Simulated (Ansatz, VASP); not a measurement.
One calculation of Cu, two programs

```
CELL_PARAMETERS angstrom
0.01134 1.81487 1.81487
1.81487 0.01134 1.81487
1.82622 1.82622 0.00000
ATOMIC_POSITIONS crystal
Cu 0.00000 0.00000 0.00000
```

Change from the starting cell: strain +0.0125 x Voigt [0, 0, 0, 0, 0, 1], atoms carried along.

Alike in both runs: task single point; functional PBE; k mesh 28 × 28 × 28; occupations gaussian, width 0.15 eV; no spin polarisation.

```csv
,VASP,Ansatz
version,VASP 6.6.1,Ansatz 0.2.0
potentials or method,"VASP PAW PBE potentials, release 64 (Cu), cutoff 520 eV","scalar-relativistic, plane waves, PAW"
valence electrons in the cell,11,19
```

VASP gave:

| Quantity | Value |
| --- | --- |
| gap on the k mesh at the Fermi level (eV) | none |
| pressure (GPa) | 0.5 |
| traceless stress, the component that is largest in VASP (GPa) | -1.05 |

Q: Estimate Ansatz's values.

A: gap on the k mesh at the Fermi level (eV): none; pressure (GPa): 0.0; traceless stress, the component that is largest in VASP (GPa): -1.05.

A gap of «none» marks a metal or a gap that the smearing closes. The functional is the same, so the differences come from potentials, cutoffs and numerics. VASP's potentials hold 11 valence electrons a cell and Ansatz's 19, so a difference there can come from the potentials and not from the codes.
